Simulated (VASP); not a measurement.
# LiY3 (I4/mmm) in VASP: notebook

Aim: see how the results for LiY3 move with the level of theory and the settings. Levels: r2SCAN, PBE. Tasks: single point.

Program: VASP 6.6.1. These are calculated values, not measurements. Logs are shortened: lines on timing, memory, paths and dates and some standing lists are left out, and cuts for length are marked.

## 1. The cell of the first run

Symmetry: I4/mmm, No. 139, tetragonal system. The conventional cell has a = 4.684 Å, b = 4.684 Å, c = 11.092 Å, α = 90.00°, β = 90.00°, γ = 90.00°. Within 4.4 Å of Y (site symmetry 4/mmm) lie 4 Li at 3.31 Å and 8 Y at 3.63 Å. Y (site symmetry -4m2) has 8 Y at 3.31 to 3.63 Å and 4 Li at 3.63 Å within 4.4 Å. Li (site symmetry 4/mmm) has 12 Y at 3.31 to 3.63 Å within 4.4 Å.

## 2. Single point, r2SCAN

File POSCAR:

```
LiY3
1.0
   -2.3419605102      2.3419605102      5.5461346869
    2.3419605102     -2.3419605102      5.5461346869
    2.3419605102      2.3419605102     -5.5461346869
Y Li
3 1
Direct
    0.5000000000      0.5000000000      0.0000000000
    0.2500000000      0.7500000000      0.5000000000
    0.7500000000      0.2500000000      0.5000000000
    0.0000000000      0.0000000000      0.0000000000
```

File INCAR.step1:

```
PREC     = Accurate       # precision mode
ENCUT    = 520            # plane-wave cutoff, eV
ISMEAR   = -1             # smearing method
SIGMA    = 0.05           # smearing width, eV
LREAL    = F              # projectors in reciprocal space
LASPH    = T              # aspherical terms in the spheres
NELM     = 80             # most SCF steps
NBANDS   = 26             # bands
GGA      = PE             # functional
ALGO     = Normal         # electronic algorithm
EDIFF    = 1E-4           # SCF threshold, eV
LWAVE    = T              # write WAVECAR
LCHARG   = F              # write CHGCAR
```

File INCAR.step2:

```
PREC     = Accurate       # precision mode
ENCUT    = 520            # plane-wave cutoff, eV
EDIFF    = 1E-7           # SCF threshold, eV
ISMEAR   = -1             # smearing method
SIGMA    = 0.05           # smearing width, eV
LREAL    = F              # projectors in reciprocal space
LASPH    = T              # aspherical terms in the spheres
NELM     = 80             # most SCF steps
ALGO     = Normal         # electronic algorithm
ISIF     = 2              # what is computed and relaxed
LWAVE    = F              # write WAVECAR
LCHARG   = F              # write CHGCAR
METAGGA  = R2SCAN         # meta-GGA
LMIXTAU  = T            
NBANDS   = 26             # bands
ISTART   = 1
```

File KPOINTS:

```
Automatic mesh
0
Gamma
  6 6 6
```

Potentials or basis: VASP PAW PBE potentials, release 64 (Y_sv, Li_sv).

The run is started by

```console
$ cat potpaw_PBE.64/Y_sv/POTCAR potpaw_PBE.64/Li_sv/POTCAR > POTCAR
$ cp INCAR.step1 INCAR
$ mpirun -np 1 vasp_std > vasp.out
$ cp INCAR.step2 INCAR
$ mpirun -np 1 vasp_std > vasp.out
```

OUTCAR:

```text
PREC = Accurate
   ENCUT = 520
   EDIFF = 1E-7
   ISMEAR = -1
   LREAL = F
   LASPH = T
   NELM = 80
   ISIF = 2
   METAGGA = R2SCAN
   ISTART = 1

 ion  position               nearest neighbor table
   1  0.500  0.500  0.000-   4 3.31   4 3.31   4 3.31   4 3.31   3 3.63   2 3.63   3 3.63   3 3.63
                             2 3.63   2 3.63   3 3.63   2 3.63
   2  0.250  0.750  0.500-   3 3.31   3 3.31   3 3.31   3 3.31   1 3.63   1 3.63   1 3.63   1 3.63

   3  0.750  0.250  0.500-   2 3.31   2 3.31   2 3.31   2 3.31   1 3.63   1 3.63   1 3.63   1 3.63

   4  0.000  0.000  0.000-   1 3.31   1 3.31   1 3.31   1 3.31

  LATTYP: Found a body centered tetragonal cell.
 ALAT       =     4.6839210204
 C/A-ratio  =     2.3681589261

  Lattice vectors:

 A1 = (  -2.3419605102,   2.3419605102,   5.5461346869)
 A2 = (   2.3419605102,  -2.3419605102,   5.5461346869)
 A3 = (   2.3419605102,   2.3419605102,  -5.5461346869)

Analysis of symmetry for initial positions (statically):
=====================================================================
 Subroutine PRICEL returns:
 Original cell was already a primitive cell.

 Routine SETGRP: Setting up the symmetry group for a
 body centered tetragonal supercell.

 Subroutine GETGRP returns: Found 16 space group operations
 (whereof 16 operations were pure point group operations)
 out of a pool of 16 trial point group operations.

The static configuration has the point symmetry D_4h.

Analysis of symmetry for dynamics (positions and initial velocities):
=====================================================================
 Subroutine PRICEL returns:
 Original cell was already a primitive cell.

 Routine SETGRP: Setting up the symmetry group for a
 body centered tetragonal supercell.

 Subroutine GETGRP returns: Found 16 space group operations
 (whereof 16 operations were pure point group operations)
 out of a pool of 16 trial point group operations.

The dynamic configuration has the point symmetry D_4h.

 Subroutine INISYM returns: Found 16 space group operations
 (whereof 16 operations are pure point group operations),
 and found     1 'primitive' translations

----------------------------------------------------------------------------------------

                                     Primitive cell

  volume of cell :     121.6773

  direct lattice vectors                    reciprocal lattice vectors
    -2.341960510  2.341960510  5.546134687     0.000000000  0.213496341  0.090152877
     2.341960510 -2.341960510  5.546134687     0.213496341  0.000000000  0.090152877
     2.341960510  2.341960510 -5.546134687     0.213496341  0.213496341  0.000000000

  length of vectors
     6.459811764  6.459811764  6.459811764     0.231750359  0.231750359  0.301929421

  position of ions in fractional coordinates (direct lattice)
     0.500000000  0.500000000  0.000000000
     0.250000000  0.750000000  0.500000000
     0.750000000  0.250000000  0.500000000
     0.000000000  0.000000000  0.000000000

  ion indices of the primitive-cell ions
   primitive index   ion index
                 1           1
                 2           2
                 3           3
                 4           4

----------------------------------------------------------------------------------------

 KPOINTS: Automatic mesh

Automatic generation of k-mesh.
 Grid dimensions read from file:
 generate k-points for:    6    6    6

 Generating k-lattice:

  Cartesian coordinates                     Fractional coordinates (reciprocal lattice)
     0.000000000  0.035582724  0.015025480     0.166666667 -0.000000000  0.000000000
     0.035582724  0.000000000  0.015025480    -0.000000000  0.166666667  0.000000000
     0.035582724  0.035582724  0.000000000     0.000000000  0.000000000  0.166666667

  Length of vectors
     0.038625060  0.038625060  0.050321570

  Shift w.r.t. Gamma in fractional coordinates (k-lattice)
     0.000000000  0.000000000  0.000000000

 Subroutine IBZKPT returns following result:
 ===========================================

 Found     30 irreducible k-points:

 Following reciprocal coordinates:
            Coordinates               Weight
  0.000000  0.000000  0.000000      1.000000
  0.166667  0.000000 -0.000000      8.000000
  0.333333  0.000000 -0.000000      8.000000
  0.500000  0.000000 -0.000000      4.000000
  0.166667  0.166667 -0.000000      8.000000
  0.333333  0.166667 -0.000000     16.000000
[... 16 lines left out ...]
 -0.333333 -0.333333  0.166667      8.000000
 -0.166667 -0.333333  0.166667      8.000000
 [... further k-points ...]
   k-points           NKPTS =     30   k-points in BZ     NKDIM =     30   number of bands    NBANDS=     26
   number of dos      NEDOS =    301   number of ions     NIONS =      4
   total plane-waves  NPLWV = 110592
   dimension x,y,z NGX =    48 NGY =   48 NGZ =   48
   dimension x,y,z NGXF=    96 NGYF=   96 NGZF=   96
   ions per type =               3   1
   NGX,Y,Z   is equivalent  to a cutoff of  12.35, 12.35, 12.35 a.u.
   NGXF,Y,Z  is equivalent  to a cutoff of  24.71, 24.71, 24.71 a.u.
 SYSTEM =  unknown system
   PREC   = accura    normal or accurate (medium, high low for compatibility)
   ISTART =      1    job   : 0-new  1-cont  2-samecut
   ICHARG =      0    charge: 1-file 2-atom 10-const
   ISPIN  =      1    spin polarized calculation?
   LNONCOLLINEAR =      F non collinear calculations
   LSORBIT =      F    spin-orbit coupling
   LASPH  =      T    aspherical Exc in radial PAW
   ENCUT  =  520.0 eV  38.22 Ry    6.18 a.u.  12.01 12.01 12.01*2*pi/ulx,y,z
   NELM   =     80;   NELMIN=  2; NELMDL=  0     # of ELM steps
   EDIFF  = 0.1E-06   stopping-criterion for ELM
   LREAL  =      F    real-space projection
   EDIFFG = 0.1E-05   stopping-criterion for IOM
   NSW    =      0    number of steps for IOM
   IBRION =     -1    ionic relax: 0-MD 1-quasi-New 2-CG
   NFREE  =      0    steps in history (QN), initial steepest desc. (CG)
   ISIF   =      2    stress and relaxation
   ISYM   =      2    0-nonsym 1-usesym 2-fastsym
   POTIM  = 0.5000    time-step for ionic-motion
   TEBEG  =    0.0;   TEEND  =   0.0 temperature during run
   PSTRESS=    0.0 pullay stress
   NELECT =      36.0000    total number of electrons
   NUPDOWN=      -1.0000    fix difference up-down
   EMIN   =  10.00;   EMAX   =-10.00  energy-range for DOS
   EFERMI =   0.00;   METHOD = LEGACY
   ISMEAR =    -1;   SIGMA  =   0.05  broadening in eV -4-tet -1-fermi 0-gaus
   EFERMI_NEDOS =   21; number of points for ismear=-14 and -15
   IALGO  =     38    algorithm
   IMIX   =      4    mixing-type and parameters
     AMIX     =   0.40;   BMIX     =  1.00
     AMIX_MAG =   1.60;   BMIX_MAG =  1.00
  volume/ion in A,a.u.               =      30.42       205.28
  Fermi-wavevector in a.u.,A,eV,Ry     =   1.090869  2.061443 16.190859  1.189995
  Thomas-Fermi vector in A             =   2.227102
   LORBIT       =      0    0 simple, 1 ext, 2 COOP (PROOUT), +10 PAW based schemes
   METAGGA = R2SCAN    functional components
   LHFCALC =     F    Hartree Fock is set to
   AEXX    =    0.0000 exact exchange contribution
   IVDW    =     0    specifies the selected vdW correction
   LEPSILON=     F    determine dielectric tensor
   LRPA    =     F    only Hartree local field effects (RPA)
 non-spin polarized calculation
  energy-cutoff  :      520.00
  volume of cell :      121.68
 maximum number of plane-waves:      3317
   NGX = 25   NGY = 25   NGZ = 25

 number of electron      36.0000001 magnetization

 Free energy of the ion-electron system (eV)
  ---------------------------------------------------
  ext. energy  EPLUGINS =         0.00000000
  ---------------------------------------------------
  free energy    TOTEN  =       -62.38012553 eV

  energy without entropy =      -62.34416962  energy(sigma->0) =      -62.36214758

 E-fermi :   2.5283     XC(G=0):  -9.5404

 val. band max:        2.5014642526   @ k =  -0.1667   0.1667   0.1667
 cond. band min:       2.5285130070   @ k =  -0.3333   0.3333   0.0000
 fundamental gap:      0.0270487543
 Fermi energy:         2.5282573262

 k-point     1 :       0.0000    0.0000    0.0000
  band No.  band energies     occupation
      1     -44.7373      2.00000
      2     -41.9973      2.00000
      3     -41.8707      2.00000
      4     -41.7622      2.00000
      5     -21.4609      2.00000
      6     -21.4609      2.00000
[... 18 lines left out ...]
     25       5.5306      0.00000
     26       5.5591      0.00000

 k-point     2 :       0.1667    0.0000   -0.0000
  band No.  band energies     occupation
      1     -44.7372      2.00000
      2     -41.9957      2.00000
      3     -41.8645      2.00000
      4     -41.7698      2.00000
      5     -21.4588      2.00000
      6     -21.4322      2.00000
[... 18 lines left out ...]
     25       5.3929      0.00000
     26       5.9028      0.00000

 k-point     3 :       0.3333    0.0000   -0.0000
  band No.  band energies     occupation
      1     -44.7372      2.00000
      2     -41.9928      2.00000
      3     -41.8461      2.00000
      4     -41.7907      2.00000
      5     -21.4115      2.00000
      6     -21.3848      2.00000
[... 18 lines left out ...]
     25       5.5048      0.00000
     26       5.9292      0.00000

 k-point     4 :       0.5000    0.0000   -0.0000
  band No.  band energies     occupation
      1     -44.7372      2.00000
      2     -41.9915      2.00000
      3     -41.8195      2.00000
      4     -41.8184      2.00000
      5     -21.3965      2.00000
      6     -21.3580      2.00000
[... 18 lines left out ...]
     25       5.3490      0.00000
     26       5.3925      0.00000
[... 496 lines left out ...]
      1     -44.7372      2.00000
      2     -41.9914      2.00000
      3     -41.8476      2.00000
      4     -41.7906      2.00000
      5     -21.4096      2.00000
      6     -21.4000      2.00000
[... 18 lines left out ...]
     25       5.1294      0.00000
     26       6.0464      0.00000

 k-point    23 :      -0.3333   -0.3333    0.1667
  band No.  band energies     occupation
      1     -44.7372      2.00000
      2     -41.9917      2.00000
      3     -41.8617      2.00000
      4     -41.7765      2.00000
      5     -21.5132      2.00000
      6     -21.3967      2.00000
[... 18 lines left out ...]
     25       5.7673      0.00000
     26       6.3027      0.00000

 k-point    24 :      -0.1667   -0.3333    0.1667
  band No.  band energies     occupation
      1     -44.7372      2.00000
      2     -41.9935      2.00000
      3     -41.8668      2.00000
      4     -41.7699      2.00000
      5     -21.4630      2.00000
      6     -21.4562      2.00000
[... 18 lines left out ...]
     25       5.2737      0.00000
     26       6.5109      0.00000

 [... further k-points ...]

------------------------ aborting loop because EDIFF is reached ----------------------------------------

  FORCE on cell =-STRESS in cart. coord.  units (eV):
  Direction    XX          YY          ZZ          XY          YZ          ZX
  --------------------------------------------------------------------------------------
  -------------------------------------------------------------------------------------
  Total       -0.0421067     -0.0421067     -0.0259366      0.0000000      0.0000000      0.0000000
  in kB       -0.5544365     -0.5544365     -0.3415181      0.0000000      0.0000000      0.0000000
  external PRESSURE =      -0.4834637 kB  Pullay stress =       0.0000000 kB

 VOLUME and BASIS-vectors are now :
 -----------------------------------------------------------------------------
  energy-cutoff  :      520.00
  volume of cell :      121.68
      direct lattice vectors                 reciprocal lattice vectors
    -2.341960510  2.341960510  5.546134687     0.000000000  0.213496341  0.090152877
     2.341960510 -2.341960510  5.546134687     0.213496341  0.000000000  0.090152877
     2.341960510  2.341960510 -5.546134687     0.213496341  0.213496341  0.000000000

 POSITION                                       TOTAL-FORCE (eV/Angst)
 -----------------------------------------------------------------------------------
      0.00000      0.00000      5.54613         0.000000      0.000000     -0.000000
      2.34196      0.00000      2.77307         0.000000     -0.000000      0.000000
      0.00000      2.34196      2.77307        -0.000000      0.000000      0.000000
      0.00000      0.00000      0.00000         0.000000      0.000000     -0.000000
 -----------------------------------------------------------------------------------
    total drift:                                0.000000     -0.000000      0.000000

  FREE ENERGIE OF THE ION-ELECTRON SYSTEM (eV)
  ---------------------------------------------------
  free  energy   TOTEN  =       -62.3801255306 eV

  energy  without entropy=      -62.3441696199  energy(sigma->0) =      -62.36214758
```

Wall time 8.6 min (1 thread of Intel Xeon Platinum 8375C at 2.90GHz (Ice Lake), shared host); peak memory 0.42 GiB.

Results:

```yaml
Free_energy: -62.3801 eV
Band_gap_on_the_k_mesh: zero (bands 18 and 19 overlap by 0.43 eV)
```

Levels at points of the mesh, in eV from the Fermi level:
```tsv
k point	band 14	band 15	band 16	band 17	band 18	band 19	band 20	band 21	band 22	band 23
(0.00, 0.00, 0.00)	-4.71	-1.45	-1.43	-0.08	0.28	0.28	0.50	0.62	1.41	1.41
(0.50, 0.00, 0.00)	-2.72	-2.11	-1.10	-0.39	-0.38	0.39	0.72	1.34	1.59	1.83
(0.50, 0.50, 0.00)	-1.70	-1.49	-1.22	-0.93	-0.42	0.26	0.60	0.66	1.00	1.36
(0.50, 0.50, 0.50)	-3.50	-2.92	-1.87	-0.38	-0.16	-0.16	0.07	1.06	2.58	2.58
```

Caveat: the cutoff is under 1.25 times the usual one of these potentials, so pressure, stress and relaxed cells hold a basis-set (Pulay) error; the PAW data sets were made with another functional, which shifts forces and pressure a little.

## 3. Single point, PBE

This run uses another cell than the first one, of 29.25 Å³/atom.

File INCAR:

```
PREC = Accurate
ENCUT = 520
EDIFF = 1E-7
ISMEAR = -1
SIGMA = 0.05
LREAL = F
LASPH = T
NELM = 100
ALGO = Normal
ISIF = 2
LWAVE = F
LCHARG = F
GGA = PE
NBANDS = 26
```

File KPOINTS:

```
Automatic mesh
0
Gamma
  7 7 7
```

File POSCAR:

```
LiY3
1.0
   -2.3671900000      2.3671900000      5.2201101400
    2.3671900000     -2.3671900000      5.2201101400
    2.3671900000      2.3671900000     -5.2201101400
Y Li
3 1
Direct
    0.5000000000      0.5000000000      0.0000000000
    0.2500000000      0.7500000000      0.5000000000
    0.7500000000      0.2500000000      0.5000000000
    0.0000000000      0.0000000000      0.0000000000
```

Potentials or basis: VASP PAW PBE potentials, release 64 (Y_sv, Li_sv).

The run is started by

```console
$ cat potpaw_PBE.64/Y_sv/POTCAR potpaw_PBE.64/Li_sv/POTCAR > POTCAR
$ mpirun -np 1 vasp_std > vasp.out
```

It took 2.5 min on 1 thread of Intel Xeon 6975P-C (Granite Rapids), shared host; peak memory 0.39 GiB.

Results (log left out):

```yaml
Free_energy: -20.4501 eV
Band_gap_on_the_k_mesh: zero (bands 18 and 19 overlap by 0.44 eV)
```

Levels at points of the mesh, in eV from the Fermi level:
| k point | band 14 | band 15 | band 16 | band 17 | band 18 | band 19 | band 20 | band 21 | band 22 | band 23 |
| --- | --- | --- | --- | --- | --- | --- | --- | --- | --- | --- |
| (0.00, 0.00, 0.00) | -4.49 | -1.35 | -1.19 | -0.27 | 0.18 | 0.18 | 0.55 | 1.17 | 1.17 | 1.34 |

Caveat: the cutoff is under 1.25 times the usual one of these potentials, so pressure, stress and relaxed cells hold a basis-set (Pulay) error.

[end of part 1 of 2]
